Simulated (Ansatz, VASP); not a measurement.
# WS2 in VASP and in Ansatz

```
S W
1.0
     3.15978    0.00000    0.00000
    -1.57989    2.73645    0.00000
     0.00000    0.00000   23.80354
S W
4 2
Direct
  0.33333 0.66667 0.18905
  0.33333 0.66667 0.32146
  0.33333 0.66667 0.45967
  0.33333 0.66667 0.59208
  0.66667 0.33333 0.25525
  0.66667 0.33333 0.52587
```

Alike in both runs: task single point; functional PBE; dispersion D3(BJ); k mesh 9 × 9 × 1; occupations gaussian, width 0.05 eV; no spin polarisation.

```csv
,VASP,Ansatz
version,VASP 6.6.1,Ansatz 0.2.0
potentials or method,"VASP PAW PBE potentials, release 64 (S, W_sv), cutoff 520 eV","scalar-relativistic, plane waves, PAW"
valence electrons in the cell,52,52
```

|  | VASP | Ansatz | Ansatz less VASP |
| --- | --- | --- | --- |
| gap on the k mesh at the Fermi level (eV) | 1.59 | 1.58 | -0.011 |
| least direct gap on the mesh (eV) | 1.89 | 1.89 | -0.001 |
| rms of the force components (eV/Å) | 0.055 | 0.056 | +0.0012 |

Neither program's run includes spin-orbit coupling.
